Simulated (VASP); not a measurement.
Wanted: the native input for a VASP 6.6.1 run.

| Item | Value |
| --- | --- |
| Task | single point |
| Functional | PBE |
| Potentials or basis | VASP PAW PBE potentials, release 64 (Mo_sv) |
| Cutoff | 500 eV |
| k mesh | 10 × 10 × 10 |
| Occupations | fermi-dirac, width 0.1 eV |
| Spin | no spin polarisation |
| Dipole correction | no |
| Further INCAR settings | ALGO = Normal; EDIFF = 1e-06; NBANDS = 13 |

The structure of Mo lies in POSCAR:

```
Mo
1.0
    2.5274558542      0.0000000000      0.0000000000
    0.0000000000      2.5274558542      0.0000000000
    0.0000000000      0.0000000000      2.5274558542
Mo
1
Direct
    0.0000000000      0.0000000000      0.0000000000
```

The input as run:

INCAR

```
PREC = Accurate
ENCUT = 500
EDIFF = 1E-6
ISMEAR = -1
SIGMA = 0.1
LREAL = F
LASPH = T
NELM = 120
ALGO = Normal
ISIF = 2
LWAVE = F
LCHARG = F
GGA = PE
NBANDS = 13
GGA_COMPAT = F
```

KPOINTS

```
regular mesh
0
Gamma
  10 10 10
```

Potentials or basis: VASP PAW PBE potentials, release 64 (Mo_sv).

Command:

```bash
$ cat potpaw_PBE.64/Mo_sv/POTCAR > POTCAR
$ mpirun -np 1 vasp_std > vasp.out
```

Results of the run:

* Pressure: 20.7 GPa
* Band gap on the k mesh: zero (band 7 reaches 13.51 eV, above the bottom of band 8 at 10.94 eV)

Wall time 3.4 s on 1 thread of Intel(R) Xeon(R) 6975P-C (Granite Rapids) (shared host), peak memory 0.12 GiB.
